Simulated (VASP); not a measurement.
# Si: single point with RPBE

Si:

```xyz
1
Lattice="-1.6269 1.6269 1.3203 1.6269 -1.6269 1.3203 1.6269 1.6269 -1.3203" Properties=species:S:1:pos:R:3 pbc="T T T"
Si    0.0000    0.0000    0.0000
```

```json
{
  "Program": "VASP 6.6.1",
  "Task": "single point",
  "Functional": "RPBE",
  "Potentials or basis": "VASP PAW PBE potentials, release 64 (Si)",
  "Cutoff": "500 eV",
  "k mesh": "6 × 6 × 6, shifted",
  "Occupations": "gaussian, width 0.5 eV",
  "Spin": "no spin polarisation"
}
```

```yaml
Pressure: 6.0 GPa
Band_gap_on_the_k_mesh: zero (band 2 reaches 20.26 eV, above the bottom of band 3 at 8.20 eV)
```

Stress tensor (GPa, compression positive):
```
8.40 0.00 0.00
0.00 8.40 0.00
0.00 0.00 1.05
```

Levels at points of the mesh, in eV from the Fermi level:
| k point | band 1 | band 2 | band 3 | band 4 | band 5 | band 6 |
| --- | --- | --- | --- | --- | --- | --- |
| (0.08, 0.08, 0.08) | -13.37 | 3.93 | 7.52 | 8.59 | 12.25 | 12.80 |

Run time: 6.2 s on 1 thread of AMD EPYC 7R13 (shared host), peak memory 0.08 GiB.

Caveat: the k points lie up to 0.51 Å⁻¹ apart; the PAW data sets were made with another functional, which shifts forces and pressure a little.
